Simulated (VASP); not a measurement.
A run of VASP 6.6.1 is set up as follows.

Contents of INCAR:

```
ALGO = Normal
EDIFF = 1E-6
ENCUT = 520
ISIF = 2
ISMEAR = 0
LASPH = T
LCHARG = F
LREAL = F
LWAVE = F
NBANDS = 21
NELM = 80
PREC = Accurate
SIGMA = 0.15
```

Contents of KPOINTS:

```
k-points
0
Gamma
  14 14 14
```

The input POSCAR:

```
Ge
1.0
    0.0000000000      2.8109115346      2.8109115346
    2.8109115346      0.0000000000      2.8109115346
    2.8109115346      2.8109115346      0.0000000000
Ge
2
Direct
    0.5000000000      0.5000000000      0.5000000000
    0.7500000000      0.7500000000      0.7500000000
```

Potentials or basis: VASP PAW LDA potentials, release 64 (Ge_d).

Command:

```console
$ cat potpaw_LDA.64/Ge_d/POTCAR > POTCAR
$ mpirun -np 1 vasp_std > vasp.out
```

Q: Estimate the pressure.

A: 0.3 GPa.
